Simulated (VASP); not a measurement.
# Mo (I4/mmm) in VASP: further runs

Runs on Mo. Level: LDA. Tasks: single point.

Everything below comes from runs of VASP 6.6.1. Logs are shortened: lines on timing, memory, paths and dates and some standing lists are left out, and cuts for length are marked.

### 1 The cell of the first run

The structure is tetragonal, space group I4/mmm (No. 139). Conventional cell: a = 2.850 Å, b = 2.850 Å, c = 4.151 Å, α = 90.00°, β = 90.00°, γ = 90.00°. Mo (site symmetry 4/mmm) has 12 Mo at 2.85 to 2.89 Å within 3.8 Å.

### 2 Single point, LDA (strain +0.000 along x and y, +0.030 along z)

Input file INCAR:

```
PREC = Accurate
ENCUT = 520
EDIFF = 1E-6
ISMEAR = 0
SIGMA = 0.15
LREAL = F
LASPH = T
NELM = 100
ALGO = Fast
ISIF = 2
LWAVE = F
LCHARG = F
NBANDS = 13
```

Input file KPOINTS:

```
Automatic mesh
0
Gamma
  20 20 20
```

Input file POSCAR:

```
Mo
1.0
    0.0000000000      2.0150000000      2.0754500000
    2.0150000000      0.0000000000      2.0754500000
    2.0150000000      2.0150000000      0.0000000000
Mo
1
Direct
    0.0000000000      0.0000000000      0.0000000000
```

Potentials or basis: VASP PAW LDA potentials, release 64 (Mo_sv).

The run is started by

```
$ cat potpaw_LDA.64/Mo_sv/POTCAR > POTCAR
$ mpirun -np 1 vasp_std > vasp.out
```

OUTCAR:

```text
PREC = Accurate
   ENCUT = 520
   EDIFF = 1E-6
   ISMEAR = 0
   LREAL = F
   LASPH = T
   NELM = 100
   ISIF = 2

 ion  position               nearest neighbor table
   1  0.000  0.000  0.000-

  LATTYP: Found a body centered tetragonal cell.
 ALAT       =     2.8496403282
 C/A-ratio  =     1.4566399692

  Lattice vectors:

 A1 = (  -2.0150000000,   0.0000000000,   2.0754500000)
 A2 = (   2.0150000000,   0.0000000000,   2.0754500000)
 A3 = (   0.0000000000,   2.0150000000,  -2.0754500000)

Analysis of symmetry for initial positions (statically):
=====================================================================
 Subroutine PRICEL returns:
 Original cell was already a primitive cell.

 Routine SETGRP: Setting up the symmetry group for a
 body centered tetragonal supercell.

 Subroutine GETGRP returns: Found 16 space group operations
 (whereof 16 operations were pure point group operations)
 out of a pool of 16 trial point group operations.

The static configuration has the point symmetry D_4h.

Analysis of symmetry for dynamics (positions and initial velocities):
=====================================================================
 Subroutine PRICEL returns:
 Original cell was already a primitive cell.

 Routine SETGRP: Setting up the symmetry group for a
 body centered tetragonal supercell.

 Subroutine GETGRP returns: Found 16 space group operations
 (whereof 16 operations were pure point group operations)
 out of a pool of 16 trial point group operations.

The dynamic configuration has the point symmetry D_4h.

 Subroutine INISYM returns: Found 16 space group operations
 (whereof 16 operations are pure point group operations),
 and found     1 'primitive' translations

----------------------------------------------------------------------------------------

                                     Primitive cell

  volume of cell :      16.8536

  direct lattice vectors                    reciprocal lattice vectors
     0.000000000  2.015000000  2.075450000    -0.248138958  0.248138958  0.240911610
     2.015000000  0.000000000  2.075450000     0.248138958 -0.248138958  0.240911610
     2.015000000  2.015000000  0.000000000     0.248138958  0.248138958 -0.240911610

  length of vectors
     2.892700763  2.892700763  2.849640328     0.425657478  0.425657478  0.425657478

  position of ions in fractional coordinates (direct lattice)
     0.000000000  0.000000000  0.000000000

  ion indices of the primitive-cell ions
   primitive index   ion index
                 1           1

----------------------------------------------------------------------------------------

 KPOINTS: Automatic mesh

Automatic generation of k-mesh.
 Grid dimensions read from file:
 generate k-points for:   20   20   20

 Generating k-lattice:

  Cartesian coordinates                     Fractional coordinates (reciprocal lattice)
    -0.012406948  0.012406948  0.012045580     0.050000000 -0.000000000  0.000000000
     0.012406948 -0.012406948  0.012045580    -0.000000000  0.050000000  0.000000000
     0.012406948  0.012406948 -0.012045580     0.000000000  0.000000000  0.050000000

  Length of vectors
     0.021282874  0.021282874  0.021282874

  Shift w.r.t. Gamma in fractional coordinates (k-lattice)
     0.000000000  0.000000000  0.000000000

 Subroutine IBZKPT returns following result:
 ===========================================

 Found    641 irreducible k-points:

 Following reciprocal coordinates:
            Coordinates               Weight
  0.000000  0.000000  0.000000      1.000000
  0.050000 -0.000000  0.000000      8.000000
  0.100000 -0.000000  0.000000      8.000000
  0.150000 -0.000000  0.000000      8.000000
  0.200000 -0.000000  0.000000      8.000000
  0.250000  0.000000  0.000000      8.000000
[... 16 lines left out ...]
 -0.400000  0.050000  0.000000      8.000000
 -0.350000  0.050000  0.000000      8.000000
 [... further k-points ...]
   k-points           NKPTS =    641   k-points in BZ     NKDIM =    641   number of bands    NBANDS=     13
   number of dos      NEDOS =    301   number of ions     NIONS =      1
   total plane-waves  NPLWV =  13824
   dimension x,y,z NGX =    24 NGY =   24 NGZ =   24
   dimension x,y,z NGXF=    48 NGYF=   48 NGZF=   48
   ions per type =               1
   NGX,Y,Z   is equivalent  to a cutoff of  13.79, 13.79, 14.00 a.u.
   NGXF,Y,Z  is equivalent  to a cutoff of  27.59, 27.59, 28.00 a.u.
 SYSTEM =  unknown system
   PREC   = accura    normal or accurate (medium, high low for compatibility)
   ISTART =      0    job   : 0-new  1-cont  2-samecut
   ICHARG =      2    charge: 1-file 2-atom 10-const
   ISPIN  =      1    spin polarized calculation?
   LNONCOLLINEAR =      F non collinear calculations
   LSORBIT =      F    spin-orbit coupling
   LASPH  =      T    aspherical Exc in radial PAW
   ENCUT  =  520.0 eV  38.22 Ry    6.18 a.u.   5.38  5.38  5.30*2*pi/ulx,y,z
   NELM   =    100;   NELMIN=  2; NELMDL= -5     # of ELM steps
   EDIFF  = 0.1E-05   stopping-criterion for ELM
   LREAL  =      F    real-space projection
   EDIFFG = 0.1E-04   stopping-criterion for IOM
   NSW    =      0    number of steps for IOM
   IBRION =     -1    ionic relax: 0-MD 1-quasi-New 2-CG
   NFREE  =      0    steps in history (QN), initial steepest desc. (CG)
   ISIF   =      2    stress and relaxation
   ISYM   =      2    0-nonsym 1-usesym 2-fastsym
   POTIM  = 0.5000    time-step for ionic-motion
   TEBEG  =    0.0;   TEEND  =   0.0 temperature during run
   PSTRESS=    0.0 pullay stress
   NELECT =      14.0000    total number of electrons
   NUPDOWN=      -1.0000    fix difference up-down
   EMIN   =  10.00;   EMAX   =-10.00  energy-range for DOS
   EFERMI =   0.00;   METHOD = LEGACY
   ISMEAR =     0;   SIGMA  =   0.15  broadening in eV -4-tet -1-fermi 0-gaus
   EFERMI_NEDOS =   21; number of points for ismear=-14 and -15
   IALGO  =     68    algorithm
   IMIX   =      4    mixing-type and parameters
     AMIX     =   0.40;   BMIX     =  1.00
     AMIX_MAG =   1.60;   BMIX_MAG =  1.00
  volume/ion in A,a.u.               =      16.85       113.73
  Fermi-wavevector in a.u.,A,eV,Ry     =   1.538934  2.908164 32.222929  2.368318
  Thomas-Fermi vector in A             =   2.645233
   LORBIT       =      0    0 simple, 1 ext, 2 COOP (PROOUT), +10 PAW based schemes
   GGA     = CA    functional components
   LHFCALC =     F    Hartree Fock is set to
   AEXX    =    0.0000 exact exchange contribution
   IVDW    =     0    specifies the selected vdW correction
   LEPSILON=     F    determine dielectric tensor
   LRPA    =     F    only Hartree local field effects (RPA)
 non-spin polarized calculation
 RMM-DIIS sequential band-by-band and
 Gauss-broadening in eV      SIGMA  =   0.15
  energy-cutoff  :      520.00
  volume of cell :       16.85
 maximum number of plane-waves:       469
 NGX is ok and might be reduce to    24
   NGX = 11   NGY = 11   NGZ = 11

 number of electron      14.0000001 magnetization

 Free energy of the ion-electron system (eV)
  ---------------------------------------------------
  ext. energy  EPLUGINS =         0.00000000
  ---------------------------------------------------
  free energy    TOTEN  =       -11.60308728 eV

  energy without entropy =      -11.58720957  energy(sigma->0) =      -11.59514843

 E-fermi :  10.8921     XC(G=0): -13.1724

 val. band max:       10.8916783579   @ k =   0.2000   0.0500   0.1500
 cond. band min:      10.8981765962   @ k =  -0.1000   0.3000   0.2500
 fundamental gap:      0.0064982383
 Fermi energy:        10.8920578693

 k-point     1 :       0.0000    0.0000    0.0000
  band No.  band energies     occupation
      1     -49.5127      2.00000
      2     -23.1442      2.00000
      3     -23.1199      2.00000
      4     -23.1199      2.00000
      5       4.3119      2.00000
      6      10.0089      2.00000
      7      10.3461      2.00000
      8      10.3461      2.00000
      9      12.4526      0.00000
     10      12.9181      0.00000
     11      23.9850      0.00000
     12      28.3297      0.00000
     13      29.2164      0.00000

 k-point     2 :       0.0500   -0.0000    0.0000
  band No.  band energies     occupation
      1     -49.5082      2.00000
      2     -23.1622      2.00000
      3     -23.1352      2.00000
      4     -23.1230      2.00000
      5       4.4093      2.00000
      6      10.0145      2.00000
      7      10.3189      2.00000
      8      10.3903      2.00000
      9      12.4235      0.00000
     10      12.8782      0.00000
     11      24.1694      0.00000
     12      28.2339      0.00000
     13      29.0321      0.00000

 k-point     3 :       0.1000   -0.0000    0.0000
  band No.  band energies     occupation
      1     -49.4951      2.00000
      2     -23.2417      2.00000
      3     -23.1520      2.00000
      4     -23.1320      2.00000
      5       4.6914      2.00000
      6       9.9440      2.00000
      7      10.3318      2.00000
      8      10.5109      1.99967
      9      12.3595      0.00000
     10      12.7788      0.00000
     11      24.6824      0.00000
     12      27.4846      0.00000
     13      29.3154      0.00000
[... 305 lines left out ...]
 k-point    23 :      -0.4000    0.0500    0.0000
  band No.  band energies     occupation
      1     -49.3356      2.00000
      2     -24.1764      2.00000
      3     -23.3220      2.00000
      4     -23.2338      2.00000
      5       6.6302      2.00000
      6       9.9021      2.00000
      7      10.3657      2.00000
      8      11.4510      0.00000
      9      14.0508      0.00000
     10      14.8362      0.00000
     11      21.8441      0.00000
     12      24.3429      0.00000
     13      29.4665      0.00000

 k-point    24 :      -0.3500    0.0500    0.0000
  band No.  band energies     occupation
      1     -49.3538      2.00000
      2     -24.0743      2.00000
      3     -23.3084      2.00000
      4     -23.2177      2.00000
      5       6.6547      2.00000
      6      10.0431      2.00000
      7      10.4848      1.99988
      8      10.7281      1.87782
      9      13.5844      0.00000
     10      14.3929      0.00000
     11      22.5685      0.00000
     12      25.1943      0.00000
     13      30.2799      0.00000

 [... further k-points ...]
[... 5 lines left out ...]
  --------------------------------------------------------------------------------------
  -------------------------------------------------------------------------------------
  Total       -2.3950998     -2.3950998     -1.8923385      0.0000000     -0.0000000      0.0000000
  in kB     -227.6888782   -227.6888782   -179.8941477      0.0000000     -0.0000000      0.0000000
  external PRESSURE =    -211.7573014 kB  Pullay stress =       0.0000000 kB

 VOLUME and BASIS-vectors are now :
 -----------------------------------------------------------------------------
  energy-cutoff  :      520.00
  volume of cell :       16.85
      direct lattice vectors                 reciprocal lattice vectors
     0.000000000  2.015000000  2.075450000    -0.248138958  0.248138958  0.240911610
     2.015000000  0.000000000  2.075450000     0.248138958 -0.248138958  0.240911610
     2.015000000  2.015000000  0.000000000     0.248138958  0.248138958 -0.240911610

 POSITION                                       TOTAL-FORCE (eV/Angst)
 -----------------------------------------------------------------------------------
      0.00000      0.00000      0.00000         0.000000      0.000000      0.000000
 -----------------------------------------------------------------------------------
    total drift:                                0.000000      0.000000      0.000000

  FREE ENERGIE OF THE ION-ELECTRON SYSTEM (eV)
  ---------------------------------------------------
  free  energy   TOTEN  =       -11.6030872836 eV

  energy  without entropy=      -11.5872095681  energy(sigma->0) =      -11.59514843
```

It took 50 s on 1 thread of Intel Xeon 6975P-C (Granite Rapids), shared host; peak memory 0.23 GiB.

What came out:

| Item | Value |
| --- | --- |
| Free energy | -11.6031 eV |
| Pressure | -21.2 GPa |
| Band gap on the k mesh | zero (band 7 reaches 14.55 eV, above the bottom of band 8 at 10.35 eV) |

Caveat: the cell differs from its parent crystal (strain +0.000 along x and y, +0.030 along z).

### 3 Single point, LDA (strain +0.015 along x and y, +0.000 along z)

Input file INCAR:

```
SYSTEM = Mo
PREC = Accurate
ENCUT = 520
EDIFF = 1E-6
ISMEAR = 0
SIGMA = 0.15
LREAL = .FALSE.
LASPH = .TRUE.
NELM = 60
ALGO = Fast
ISIF = 2
LWAVE = .FALSE.
LCHARG = .FALSE.
GGA = CA
NBANDS = 13
```

Input file KPOINTS:

```
regular mesh
0
G
  20 20 20
  0 0 0
```

Input file POSCAR:

```
Mo
1.0
    0.0000000000      2.0452250000      2.0150000000
    2.0452250000      0.0000000000      2.0150000000
    2.0452250000      2.0452250000      0.0000000000
Mo
1
Direct
    0.0000000000      0.0000000000      0.0000000000
```

Potentials or basis: VASP PAW LDA potentials, release 64 (Mo_sv).

The run is started by

```
$ cat potpaw_LDA.64/Mo_sv/POTCAR > POTCAR
$ mpirun -np 1 vasp_std > vasp.out
```

Wall time 54 s (1 thread of Intel Xeon 6975P-C (Granite Rapids), shared host); peak memory 0.23 GiB.

Results (log left out):

```
Free energy            : -11.5988 eV
Pressure               : -21.2 GPa
Band gap on the k mesh : zero (band 7 reaches 14.56 eV, above the bottom of band 8 at 10.25 eV)
```

Stress tensor (GPa, compression positive):
```
-20.22   0.00   0.00
  0.00 -20.22   0.00
  0.00   0.00 -23.19
```

Levels at points of the mesh, in eV from the Fermi level:
| k point | band 4 | band 5 | band 6 | band 7 | band 8 | band 9 | band 10 | band 11 |
| --- | --- | --- | --- | --- | --- | --- | --- | --- |
| (0.00, 0.00, 0.00) | -34.00 | -6.57 | -0.70 | -0.70 | -0.54 | 1.70 | 1.93 | 13.10 |
| (0.50, 0.00, 0.00) | -34.14 | -4.36 | -0.92 | -0.73 | 1.45 | 3.70 | 3.81 | 10.35 |
| (0.50, 0.50, 0.00) | -34.43 | -4.64 | -4.00 | 3.69 | 3.96 | 4.33 | 4.33 | 11.89 |
| (0.50, 0.00, 0.50) | -34.38 | -4.63 | -3.96 | 3.68 | 3.70 | 4.22 | 4.40 | 12.00 |

Caveat: the cell differs from its parent crystal (strain +0.015 along x and y, +0.000 along z).

(Part 1 of 3 ends here.)
